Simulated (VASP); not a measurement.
Cu:

```
Cu
1.0
     0.00000    1.80750    1.80750
     1.80750    0.00000    1.80750
     1.80750    1.80750    0.00000
Cu
1
Direct
  0.00000 0.00000 0.00000
```

```yaml
Program: VASP 6.6.1
Task: relaxation of cell and atoms
Functional: LDA
Potentials_or_basis: VASP PAW LDA potentials, release 64 (Cu_sv_GW)
Cutoff: 700 eV
k_mesh: 12 × 12 × 12
Occupations: fermi-dirac, width 0.05 eV
Spin: no spin polarisation
```

At the start: pressure -16.9 GPa; volume 11.81 Å³/atom.

Question: How do energy, volume and symmetry change on relaxing?

Answer: Over 4 steps the energy falls by 64.7 meV/atom and the volume is 10.70 Å³/atom (-9.4 %); space group Fm-3m (No. 225, to 0.05 Å).

Step by step:
```csv
step,energy change (eV),largest force (eV/Å),pressure (GPa),volume (Å³)
1,0.0000,0.0000,-16.90,11.81
2,-0.0028,0.0000,24.04,9.81
3,-0.0647,0.0000,-0.31,10.72
4,-0.0647,0.0000,0.12,10.70
```

Final structure:
```cif
data_structure
_symmetry_space_group_name_H-M 'P 1'
_symmetry_Int_Tables_number 1
_cell_length_a 2.4733
_cell_length_b 2.4733
_cell_length_c 2.4733
_cell_angle_alpha 60.000
_cell_angle_beta 60.000
_cell_angle_gamma 60.000
_cell_volume 10.70
loop_
_atom_site_label
_atom_site_type_symbol
_atom_site_fract_x
_atom_site_fract_y
_atom_site_fract_z
_atom_site_occupancy
Cu1 Cu 0.00000 0.00000 0.00000 1
```
